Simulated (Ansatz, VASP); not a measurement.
**Two plane-wave programs on Se**

```
CELL_PARAMETERS angstrom
-1.69498 1.69498 1.69498
1.69498 -1.69498 1.69498
1.69498 1.69498 -1.69498
ATOMIC_POSITIONS crystal
Se 0.00000 0.00000 0.00000
```

Alike in both runs: task single point; functional PBEsol; k mesh 18 × 18 × 18; occupations gaussian, width 0.1 eV; no spin polarisation.

```csv
,VASP,Ansatz
version,VASP 6.6.1,Ansatz 0.2.0
potentials or method,"VASP PAW PBE potentials, release 64 (Se), cutoff 500 eV","scalar-relativistic, plane waves, PAW"
valence electrons in the cell,6,16
```

|  | VASP | Ansatz | Ansatz less VASP |
| --- | --- | --- | --- |
| gap on the k mesh at the Fermi level (eV) | none | none | - |
| pressure (GPa) | -1.0 | -1.1 | -0.07 |

VASP's potentials were made for PBE, not for PBEsol. A gap of «none» marks a metal or a gap that the smearing closes. With one functional, cell and mesh, what is left measures potentials, basis and numerics. VASP's potentials hold 6 valence electrons a cell and Ansatz's 16, so a difference there can come from the potentials and not from the codes.
